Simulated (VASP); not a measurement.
# Si (P6_3/mmc) in VASP: notebook, part 2 of 2

VASP 6.6.1.

## 5. Single point, PBEsol

This run uses another cell than the first one, of 22.14 Å³/atom, 1.073 times its volume.

Contents of INCAR:

```
PREC = Accurate ; ENCUT = 520
EDIFF = 1E-6 ; ISMEAR = -1
SIGMA = 0.1 ; LREAL = F
LASPH = T ; NELM = 80
ALGO = Normal ; ISIF = 2
LWAVE = F ; LCHARG = T
GGA = PS ; LELF = T
LVHAR = T ; NBANDS = 16
```

Contents of KPOINTS:

```
regular mesh
0
Gamma
  7 7 4
```

Contents of POSCAR:

```
Si
1.0
    3.9549923551      0.0000000000      0.0000000000
   -1.9774966937      3.4251240041      0.0000000000
    0.0000000000      0.0000000000      6.5370397693
Si
4
Direct
    0.3333333333      0.6666666667      0.0630090000
    0.6666666667      0.3333333333      0.5630100000
    0.3333333333      0.6666666667      0.4369910000
    0.6666666667      0.3333333333      0.9369900000
```

Potentials or basis: VASP PAW PBE potentials, release 64 (Si).

Started as:

```console
cat potpaw_PBE.64/Si/POTCAR > POTCAR
mpirun -np 1 vasp_std > vasp.out
```

OUTCAR:

```text
PREC = Accurate
   ENCUT = 520
   EDIFF = 1E-6
   ISMEAR = -1
   LREAL = F
   LASPH = T
   NELM = 80
   ISIF = 2
   GGA = PS

 ion  position               nearest neighbor table
   1  0.333  0.667  0.063-   4 2.43   4 2.43   4 2.43   3 2.44
   2  0.667  0.333  0.563-   3 2.43   3 2.43   3 2.43   4 2.44
   3  0.333  0.667  0.437-   2 2.43   2 2.43   2 2.43   1 2.44
   4  0.667  0.333  0.937-   1 2.43   1 2.43   1 2.43   2 2.44

  LATTYP: Found a hexagonal cell.
 ALAT       =     3.9549923551
 C/A-ratio  =     1.6528577510

  Lattice vectors:

 A1 = (   3.9549923551,   0.0000000000,   0.0000000000)
 A2 = (  -1.9774966937,   3.4251240041,   0.0000000000)
 A3 = (   0.0000000000,   0.0000000000,   6.5370397693)

Analysis of symmetry for initial positions (statically):
=====================================================================
 Subroutine PRICEL returns:
 Original cell was already a primitive cell.

 Routine SETGRP: Setting up the symmetry group for a
 hexagonal supercell.

 Subroutine GETGRP returns: Found 24 space group operations
[... 169 lines left out ...]

 E-fermi :   5.2116     XC(G=0):  -9.1666

 val. band max:        5.0338962706   @ k =   0.0000   0.0000   0.0000
 cond. band min:       5.5696158025   @ k =   0.4286   0.0000   0.0000
 fundamental gap:      0.5357195320
 Fermi energy:         5.2115916746

 k-point     1 :       0.0000    0.0000    0.0000
  band No.  band energies     occupation
      1      -6.5209      2.00000
      2      -4.4476      2.00000
      3      -1.7634      2.00000
      4       3.6456      2.00000
      5       3.6456      2.00000
      6       4.7293      1.98404
[... 433 lines left out ...]
      3      -1.8335      2.00000
      4      -1.8334      2.00000
      5       1.1532      2.00000
      6       1.1533      2.00000
[... 8 lines left out ...]
     15      10.5746      0.00000
     16      10.5747      0.00000

------------------------ aborting loop because EDIFF is reached ----------------------------------------

  FORCE on cell =-STRESS in cart. coord.  units (eV):
  Direction    XX          YY          ZZ          XY          YZ          ZX
  --------------------------------------------------------------------------------------
  -------------------------------------------------------------------------------------
  Total       -4.1024878     -4.1024881     -4.1980554      0.0000006     -0.0000000     -0.0000000
  in kB      -74.2257852    -74.2257918    -75.9548791      0.0000112     -0.0000000     -0.0000000
  external PRESSURE =     -74.8021520 kB  Pullay stress =       0.0000000 kB

 VOLUME and BASIS-vectors are now :
 -----------------------------------------------------------------------------
  energy-cutoff  :      520.00
  volume of cell :       88.55
      direct lattice vectors                 reciprocal lattice vectors
     3.954992355  0.000000000  0.000000000     0.252844989  0.145980154  0.000000000
    -1.977496694  3.425124004  0.000000000     0.000000000  0.291960232  0.000000000
     0.000000000  0.000000000  6.537039769     0.000000000  0.000000000  0.152974440

 POSITION                                       TOTAL-FORCE (eV/Angst)
 -----------------------------------------------------------------------------------
     -0.00000      2.28342      0.41189         0.000000     -0.000000     -0.040728
      1.97750      1.14171      3.68042        -0.000000     -0.000000     -0.040728
     -0.00000      2.28342      2.85663         0.000000     -0.000000      0.040728
      1.97750      1.14171      6.12514        -0.000000      0.000000      0.040728
 -----------------------------------------------------------------------------------
    total drift:                               -0.000000      0.000000     -0.000360

  FREE ENERGIE OF THE ION-ELECTRON SYSTEM (eV)
  ---------------------------------------------------
  free  energy   TOTEN  =       -22.7272596394 eV

  energy  without entropy=      -22.7239453599  energy(sigma->0) =      -22.72560250
```

stdout:

```text
POSCAR found type information on POSCAR Si
 POSCAR found :  1 types and       4 ions
 scaLAPACK will be used
 -----------------------------------------------------------------------------
|                                                                             |
|                                                                             |
|     You enforced a specific xc type in the INCAR file but a different       |
|     I HOPE YOU KNOW WHAT YOU ARE DOING!                                     |
|                                                                             |
 -----------------------------------------------------------------------------

 LDA part: xc-table for (Slater+PW92), standard interpolation
 POSCAR, INCAR and KPOINTS ok, starting setup
 FFT: planning ... GRIDC
 FFT: planning ... GRID_SOFT
 FFT: planning ... GRID
 WAVECAR not read
 entering main loop
```

Run time: 37 s. Hardware: 1 thread of Intel Xeon Platinum 8259CL at 2.50GHz (Skylake/Cascade Lake), shared host; peak memory 0.19 GiB.

What came out:

```yaml
Free_energy: -22.7273 eV
Pressure: -7.5 GPa
Largest_force: 0.041 eV/Å
Band_gap_on_the_k_mesh: 0.54 eV, indirect (least direct gap 0.70 eV)
```

Forces in eV/Å, atoms in the order of the input:
```
Si   0.000  0.000 -0.041
Si   0.000  0.000 -0.041
Si   0.000  0.000  0.041
Si   0.000  0.000  0.041
```

Stress tensor (GPa, compression positive):
```
-7.42  0.00  0.00
 0.00 -7.42  0.00
 0.00  0.00 -7.60
```

Levels at points of the mesh, in eV from the valence-band top:
```
           k point  band 6  band 7  band 8  band 9  band 10  band 11
(0.00, 0.00, 0.00)   -0.30    0.00    0.00    0.70     1.93     1.99
(0.00, 0.00, 0.50)   -0.84   -0.84   -0.84    1.46     1.46     2.93
```

Caveat: the PAW data sets were made with another functional, which shifts forces and pressure a little. A hybrid or GW would open this gap; PBEsol tends to underestimate it.

## 6. The runs side by side

```tsv
cell	gap on the mesh (eV)	pressure (GPa)	largest force (eV/Å)
a = 3.863, b = 3.863, c = 6.385 Å, angles 90.0, 90.0, 120.0°, 4 atoms	0.41	-2.5	0.02
a = 3.894, b = 3.894, c = 6.436 Å, angles 90.0, 90.0, 120.0°, 4 atoms	0.46	-4.4	0.03
a = 3.925, b = 3.925, c = 6.487 Å, angles 90.0, 90.0, 120.0°, 4 atoms	0.50	-6.0	0.03
a = 3.955, b = 3.955, c = 6.537 Å, angles 90.0, 90.0, 120.0°, 4 atoms	0.54	-7.5	0.04
```

Alike in all rows: task single point; level PBEsol; potentials or basis VASP PAW PBE potentials, release 64 (Si); no spin polarisation; k mesh 7 × 7 × 4; cutoff (eV) 520; smearing fermi-dirac 0.1 eV.

Caveats: the PAW data sets were made with another functional, which shifts forces and pressure a little.

Total energies depend on the potentials used, so only differences within one code and one set of settings carry meaning.
